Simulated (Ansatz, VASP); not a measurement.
# One calculation of KHfAs, two programs

```
K Hf As
1.0
     4.65818    0.00000    0.00000
     0.00000    4.65818    0.00000
     0.00000    0.00000    5.09310
K Hf As
1 1 1
Direct
  0.50000 0.50000 0.50000
  0.00000 0.00000 0.00000
  0.00000 0.00000 0.50000
```

Alike in both runs: functional PBE; k mesh 4 × 4 × 4; occupations gaussian, width 0.1 eV; no spin polarisation.

Ansatz relaxed the structure, and its values are those at the end. VASP's run is a single point on that final structure, the one shown.

|  | VASP | Ansatz |
| --- | --- | --- |
| version | VASP 6.6.1 | Ansatz 0.2.0 |
| potentials or method | VASP PAW PBE potentials, release 64 (K_sv, Hf_pv, As), cutoff 520 eV | scalar-relativistic, plane waves, PAW |
| valence electrons in the cell | 24 | 50 |

|  | VASP | Ansatz | Ansatz less VASP |
| --- | --- | --- | --- |
| gap on the k mesh at the Fermi level (eV) | none | none | - |
| pressure (GPa) | 0.0 | 0.0 | +0.03 |

A gap of «none» marks a metal or a gap that the smearing closes. VASP's potentials hold 24 valence electrons a cell and Ansatz's 50, so a difference there can come from the potentials and not from the codes.

Neither program's run includes spin-orbit coupling.
